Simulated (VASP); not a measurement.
# Ga (Im-3m) in VASP: further runs, part 2 of 2

VASP 6.6.1. The steps go on from the part before.

**3. Single point, PBEsol**

Contents of INCAR:

```
SYSTEM = Ga
PREC = Accurate
ENCUT = 520
EDIFF = 1E-7
ISMEAR = -1
SIGMA = 0.05
LREAL = .False.
LASPH = .True.
NELM = 100
ALGO = Normal
ISIF = 2
LWAVE = .False.
LCHARG = .False.
GGA = PS
NBANDS = 12
```

Contents of KPOINTS:

```
regular mesh
0
Gamma
  20 20 20
  0 0 0
```

Contents of POSCAR:

```
Ga
1.0
   -1.3014053921      1.3014053921      1.3014053921
    1.3014053921     -1.3014053921      1.3014053921
    1.3014053921      1.3014053921     -1.3014053921
Ga
1
Direct
    0.0000000000      0.0000000000      0.0000000000
```

Potentials or basis: VASP PAW PBE potentials, release 64 (Ga_d).

Run with:

```bash
cat potpaw_PBE.64/Ga_d/POTCAR > POTCAR
mpirun -np 1 vasp_std > vasp.out
```

OUTCAR:

```text
SYSTEM = Ga
   PREC = Accurate
   ENCUT = 520
   EDIFF = 1E-7
   ISMEAR = -1
   LREAL = .False.
   LASPH = .True.
   NELM = 100
   ISIF = 2
   GGA = PS

 ion  position               nearest neighbor table
   1  0.000  0.000  0.000-

  LATTYP: Found a body centered cubic cell.
 ALAT       =     2.6028107842

  Lattice vectors:

 A1 = (  -1.3014053921,   1.3014053921,   1.3014053921)
 A2 = (   1.3014053921,  -1.3014053921,   1.3014053921)
 A3 = (   1.3014053921,   1.3014053921,  -1.3014053921)

Analysis of symmetry for initial positions (statically):
=====================================================================
 Subroutine PRICEL returns:
 Original cell was already a primitive cell.

 Routine SETGRP: Setting up the symmetry group for a
 body centered cubic supercell.

 Subroutine GETGRP returns: Found 48 space group operations
 (whereof 48 operations were pure point group operations)
 out of a pool of 48 trial point group operations.

The static configuration has the point symmetry O_h .

Analysis of symmetry for dynamics (positions and initial velocities):
=====================================================================
 Subroutine PRICEL returns:
 Original cell was already a primitive cell.

 Routine SETGRP: Setting up the symmetry group for a
 body centered cubic supercell.

 Subroutine GETGRP returns: Found 48 space group operations
 (whereof 48 operations were pure point group operations)
 out of a pool of 48 trial point group operations.

The dynamic configuration has the point symmetry O_h .

 Subroutine INISYM returns: Found 48 space group operations
 (whereof 48 operations are pure point group operations),
 and found     1 'primitive' translations

----------------------------------------------------------------------------------------
[... 114 lines left out ...]
  Thomas-Fermi vector in A             =   2.910710
   LORBIT       =      0    0 simple, 1 ext, 2 COOP (PROOUT), +10 PAW based schemes
   GGA     = PS    functional components
   LHFCALC =     F    Hartree Fock is set to
   AEXX    =    0.0000 exact exchange contribution
   IVDW    =     0    specifies the selected vdW correction
   LEPSILON=     F    determine dielectric tensor
   LRPA    =     F    only Hartree local field effects (RPA)
 non-spin polarized calculation
  energy-cutoff  :      520.00
  volume of cell :        8.82
 maximum number of plane-waves:       244
 NGX is ok and might be reduce to    18
   NGX =  9   NGY =  9   NGZ =  9

 number of electron      13.0000011 magnetization

 Free energy of the ion-electron system (eV)
  ---------------------------------------------------
  ext. energy  EPLUGINS =         0.00000000
  ---------------------------------------------------
  free energy    TOTEN  =         0.05571026 eV

  energy without entropy =        0.05840239  energy(sigma->0) =        0.05705632

 E-fermi :  16.2462     XC(G=0): -15.6512

 val. band max:       16.2188250223   @ k =   0.2500   0.2500   0.1500
 cond. band min:      16.2531782139   @ k =  -0.4000   0.4000   0.2000
 fundamental gap:      0.0343531916
 Fermi energy:        16.2461679843

 k-point     1 :       0.0000    0.0000    0.0000
  band No.  band energies     occupation
      1      -3.4768      2.00000
      2      -1.2746      2.00000
      3      -1.2746      2.00000
      4      -1.2746      2.00000
      5      -0.3173      2.00000
      6      -0.3173      2.00000
      7      38.5107      0.00000
      8      38.5107      0.00000
      9      38.5107      0.00000
     10      41.6620      0.00000
     11      41.6621      0.00000
     12      41.6621      0.00000
[... 331 lines left out ...]
 k-point    24 :       0.2500    0.1000    0.0000
  band No.  band energies     occupation
      1      -1.8815      2.00000
      2      -1.6060      2.00000
      3      -0.5815      2.00000
      4      -0.4782      2.00000
      5      -0.2472      2.00000
      6       1.8221      2.00000
      7      20.6875      0.00000
      8      26.9369      0.00000
      9      30.7443      0.00000
     10      36.3576      0.00000
     11      40.6434      0.00000
     12      42.9989      0.00000

 [... further k-points ...]

------------------------ aborting loop because EDIFF is reached ----------------------------------------

  FORCE on cell =-STRESS in cart. coord.  units (eV):
  Direction    XX          YY          ZZ          XY          YZ          ZX
  --------------------------------------------------------------------------------------
  -------------------------------------------------------------------------------------
  Total       12.7480976     12.7480976     12.7480976     -0.0000000     -0.0000000      0.0000000
  in kB     2316.6379367   2316.6379367   2316.6379367     -0.0000000     -0.0000000      0.0000000
  external PRESSURE =    2316.6379367 kB  Pullay stress =       0.0000000 kB

 VOLUME and BASIS-vectors are now :
 -----------------------------------------------------------------------------
  energy-cutoff  :      520.00
  volume of cell :        8.82
      direct lattice vectors                 reciprocal lattice vectors
    -1.301405392  1.301405392  1.301405392     0.000000000  0.384200037  0.384200037
     1.301405392 -1.301405392  1.301405392     0.384200037  0.000000000  0.384200037
     1.301405392  1.301405392 -1.301405392     0.384200037  0.384200037  0.000000000

 POSITION                                       TOTAL-FORCE (eV/Angst)
 -----------------------------------------------------------------------------------
      0.00000      0.00000      0.00000         0.000000     -0.000000      0.000000
 -----------------------------------------------------------------------------------
    total drift:                                0.000000      0.000000      0.000000

  FREE ENERGIE OF THE ION-ELECTRON SYSTEM (eV)
  ---------------------------------------------------
  free  energy   TOTEN  =         0.0557102561 eV

  energy  without entropy=        0.0584023884  energy(sigma->0) =        0.05705632
```

OSZICAR:

```text
N       E                     dE             d eps       ncg     rms          rms(c)
DAV:   1     0.383085975480E+02    0.38309E+02   -0.63459E+03  7476   0.227E+03
DAV:   2     0.869933863713E+00   -0.37439E+02   -0.35860E+02  6404   0.250E+02
DAV:   3    -0.165824239556E+00   -0.10358E+01   -0.10329E+01  6984   0.370E+01
DAV:   4    -0.170592434994E+00   -0.47682E-02   -0.47678E-02  6908   0.240E+00
DAV:   5    -0.170621666550E+00   -0.29232E-04   -0.29233E-04  7020   0.183E-01    0.257E+00
DAV:   6    -0.171493291627E-01    0.15347E+00   -0.12612E-01  7296   0.118E+01    0.125E+00
DAV:   7     0.503850498835E-01    0.67534E-01   -0.31591E-02  7312   0.481E+00    0.233E-01
DAV:   8     0.557270901636E-01    0.53420E-02   -0.37129E-03  7008   0.123E+00    0.131E-02
DAV:   9     0.557098751742E-01   -0.17215E-04   -0.38816E-05  7292   0.902E-02    0.848E-03
DAV:  10     0.557103741330E-01    0.49896E-06   -0.45489E-07  7952   0.147E-02    0.235E-03
DAV:  11     0.557102525772E-01   -0.12156E-06   -0.65900E-08  5740   0.400E-03    0.358E-04
DAV:  12     0.557102560620E-01    0.34847E-08   -0.99233E-09  3684   0.246E-03
   1 F= 0.55710256E-01 E0= 0.57056322E-01  d E =-.269213E-02
```

Wall time 30 s (1 thread of Intel Xeon 8259CL, shared host); peak memory 0.14 GiB.

What came out:

| Property | Result |
| --- | --- |
| Free energy | 0.0557 eV |
| Pressure | 231.7 GPa |
| Band gap on the k mesh | zero (an odd number of electrons rules out a gap without spin polarisation) |

Levels at points of the mesh, in eV from the Fermi level:
```
           k point  band 3  band 4  band 5  band 6  band 7  band 8  band 9  band 10
(0.00, 0.00, 0.00)  -17.52  -17.52  -16.56  -16.56   22.26   22.26   22.26    25.42
(0.50, 0.00, 0.00)  -16.60  -16.50  -15.93   -9.12   -4.93   12.39   12.92    16.76
(0.50, 0.50, 0.50)  -16.08  -16.08  -16.08    1.29    1.29    1.29    6.75     6.75
```

Caveat: the cell stands under pressure; the PAW data sets were made with another functional, which shifts forces and pressure a little.

**4. Relaxation of cell and atoms, PBEsol, target pressure 230 GPa, at which the enthalpy is minimised**

Contents of INCAR:

```
SYSTEM = Ga
  PREC = Accurate
  ENCUT = 600
  EDIFF = 1E-6
  ISMEAR = -1
  SIGMA = 0.05
  LREAL = .False.
  LASPH = .True.
  NELM = 100
  ALGO = Normal
  ISIF = 3
  LWAVE = .False.
  LCHARG = .False.
  GGA = PS
  IBRION = 2
  NSW = 32
  EDIFFG = -0.005
  PSTRESS = 2300.0
```

Contents of KPOINTS:

```
Automatic mesh
0
Gamma
  20 20 20
  0 0 0
```

Contents of POSCAR:

```
Ga
1.0
   -1.3013053140      1.3013053140      1.3013053140
    1.3013053140     -1.3013053140      1.3013053140
    1.3013053140      1.3013053140     -1.3013053140
Ga
1
Direct
    0.0000000000      0.0000000000      0.0000000000
```

Run with:

```bash
cat potpaw_PBE.64/Ga_d/POTCAR > POTCAR
mpirun -np 1 vasp_std > vasp.out
```

Run time: 80 s. Hardware: 1 thread of Intel Xeon 8259CL, shared host; peak memory 0.15 GiB.

It converged, with:

| Item | Value |
| --- | --- |
| Free energy | 0.0271 eV |
| Relaxed volume | 8.84 Å³/atom |
| Relaxed cell | a = 2.256 Å, b = 2.256 Å, c = 2.256 Å, α = 109.47°, β = 109.47°, γ = 109.47° |
| Space group after relaxing (to 0.1 Å) | Im-3m (No. 229) |
| Energy change on relaxing (the run minimises the enthalpy) | -31.4 meV/atom |
| Ionic steps | 3 |
| Pressure after relaxing | 230.0 GPa |
| Band gap on the k mesh | zero (an odd number of electrons rules out a gap without spin polarisation) |

The path:
| step | energy change (eV) | largest force (eV/Å) | pressure (GPa) | volume (Å³) |
| --- | --- | --- | --- | --- |
| 1 | 0.0000 | 0.0000 | 232.25 | 8.81 |
| 2 | -0.2220 | 0.0000 | 216.06 | 8.97 |
| 3 | -0.0314 | 0.0000 | 230.01 | 8.84 |

Final structure:
```yaml
crystal:
  lattice:
    - [-1.30238, 1.30238, 1.30238]
    - [1.30238, -1.30238, 1.30238]
    - [1.30238, 1.30238, -1.30238]
  atoms:
    - { symbol: Ga, position: [0.00000, 0.00000, 0.00000] }
```

Levels at points of the mesh, in eV from the Fermi level:
| k point | band 2 | band 3 | band 4 | band 5 | band 6 | band 7 | band 8 | band 9 | band 10 |
| --- | --- | --- | --- | --- | --- | --- | --- | --- | --- |
| (0.00, 0.00, 0.00) | -17.50 | -17.50 | -17.50 | -16.55 | -16.55 | 22.26 | 22.26 | 22.26 | 25.36 |
| (0.50, 0.00, 0.00) | -18.07 | -16.59 | -16.49 | -15.92 | -9.09 | -4.93 | 12.37 | 12.92 | 16.74 |
| (0.50, 0.50, 0.50) | -18.52 | -16.07 | -16.07 | -16.07 | 1.30 | 1.30 | 1.30 | 6.75 | 6.75 |

Caveat: the cell is relaxed towards a set pressure, so the run minimises the enthalpy, not the energy; the PAW data sets were made with another functional, which shifts forces and pressure a little.

**5. Relaxation of cell and atoms, PBEsol, target pressure 230 GPa, at which the enthalpy is minimised**

This run uses another cell than the first one, of 8.86 Å³/atom.

Contents of INCAR:

```
PREC     = Accurate       # precision mode
ENCUT    = 600            # plane-wave cutoff, eV
EDIFF    = 1E-6           # SCF threshold, eV
ISMEAR   = -1             # smearing method
SIGMA    = 0.05           # smearing width, eV
LREAL    = F              # projectors in reciprocal space
LASPH    = T              # aspherical terms in the spheres
NELM     = 60             # most SCF steps
ALGO     = Normal         # electronic algorithm
ISIF     = 3              # what is computed and relaxed
LWAVE    = F              # write WAVECAR
LCHARG   = F              # write CHGCAR
GGA      = PS             # functional
IBRION   = 2              # ionic algorithm
NSW      = 60             # ionic steps
EDIFFG   = -0.005         # ionic threshold
PSTRESS  = 2300.0
```

Contents of KPOINTS:

```
Automatic mesh
0
Gamma
  20 20 20
```

Contents of POSCAR:

```
Ga
1.0
   -1.3035421103      1.3035421103      1.3035421103
    1.3035421103     -1.3035421103      1.3035421103
    1.3035421103      1.3035421103     -1.3035421103
Ga
1
Direct
    0.0000000000      0.0000000000      0.0000000000
```

Run with:

```bash
cat potpaw_PBE.64/Ga_d/POTCAR > POTCAR
mpirun -np 1 vasp_std > vasp.out
```

Run time: 2.5 min. Hardware: 1 thread of Intel Xeon 8259CL, shared host; peak memory 0.15 GiB.

Results (log left out):

* Free energy: 0.0310 eV
* Relaxed volume: 8.83 Å³/atom
* Relaxed cell: a = 2.256 Å, b = 2.256 Å, c = 2.256 Å, α = 109.47°, β = 109.47°, γ = 109.47°
* Space group after relaxing (to 0.1 Å): Im-3m (No. 229)
* Energy change on relaxing (the run minimises the enthalpy): +37.7 meV/atom
* Ionic steps: 9
* Pressure after relaxing: 229.9 GPa
* Band gap on the k mesh: zero (an odd number of electrons rules out a gap without spin polarisation)

Step by step:
```csv
step,energy change (eV),largest force (eV/Å),pressure (GPa),volume (Å³)
1,0.0000,0.0000,227.79,8.86
2,0.2285,0.0000,243.39,8.70
3,0.0383,0.0000,229.41,8.83
4,0.0462,0.0000,230.46,8.83
5,0.0427,0.0000,230.22,8.83
6,0.0405,0.0000,229.70,8.83
7,0.0418,0.0000,230.37,8.83
8,0.0105,0.0000,227.93,8.85
9,0.0377,0.0000,229.94,8.83
```

Final structure:
```xyz
1
Lattice="-1.3022 1.3022 1.3022 1.3022 -1.3022 1.3022 1.3022 1.3022 -1.3022" Properties=species:S:1:pos:R:3 pbc="T T T"
Ga    0.0000    0.0000    0.0000
```

Levels at points of the mesh, in eV from the Fermi level:
```tsv
k point	band 2	band 3	band 4	band 5	band 6	band 7	band 8	band 9	band 10
(0.00, 0.00, 0.00)	-17.51	-17.51	-17.51	-16.55	-16.55	22.26	22.26	22.26	25.37
(0.50, 0.00, 0.00)	-18.07	-16.59	-16.49	-15.92	-9.10	-4.93	12.38	12.92	16.74
(0.50, 0.50, 0.50)	-18.53	-16.07	-16.07	-16.07	1.30	1.30	1.30	6.75	6.75
```

Caveat: the cell is relaxed towards a set pressure, so the run minimises the enthalpy, not the energy; the PAW data sets were made with another functional, which shifts forces and pressure a little.

**6. The runs side by side**

| task | cell | cutoff (eV) | gap on the mesh (eV) | pressure (GPa) |
| --- | --- | --- | --- | --- |
| single point | a = 2.254 Å, angles 109.5°, 1 atom | 520 | none | 231.7 |
| relaxation of cell and atoms | relaxed to 230 GPa from a = 2.254 Å, angles 109.5°, 1 atom | 600 | none | 230.0 |
| relaxation of cell and atoms | relaxed to 230 GPa from a = 2.258 Å, angles 109.5°, 1 atom | 600 | none | 229.9 |

Alike in all rows: level PBEsol; potentials or basis VASP PAW PBE potentials, release 64 (Ga_d); no spin polarisation; k mesh 20 × 20 × 20; smearing fermi-dirac 0.05 eV.

Caveats: the PAW data sets were made with another functional, which shifts forces and pressure a little; the cell is relaxed towards a set pressure, so the run minimises the enthalpy, not the energy (at least some runs); the cell stands under pressure (at least some runs).

Total energies depend on the potentials used, so only differences within one code and one set of settings carry meaning.
